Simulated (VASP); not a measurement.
TiAl:

```
Ti Al
1.0
     2.80873    0.00000    0.00000
    -1.40437    2.43243    0.00000
     0.00000    0.00000    4.58259
Ti Al
1 1
Direct
  0.00000 0.00000 0.00000
  0.33333 0.66667 0.50000
```

This cell differs from its parent crystal: volume scaled by 0.94.

Base run:

- Program: VASP 6.6.1
- Functional: PBE
- Potentials or basis: VASP PAW PBE potentials, release 64 (Ti_sv, Al)
- Cutoff: 520 eV
- k mesh: 11 × 11 × 6
- Occupations: fermi-dirac, width 0.05 eV
- Spin: no spin polarisation

Its results: pressure 7.6 GPa.

**Question.** The run is repeated on the same cell with these changes: functional from PBE to r2SCAN. What comes out?

**Answer.** Pressure 6.7 GPa.

Caveats: the PAW data sets were made with another functional, which shifts forces and pressure a little (some runs).
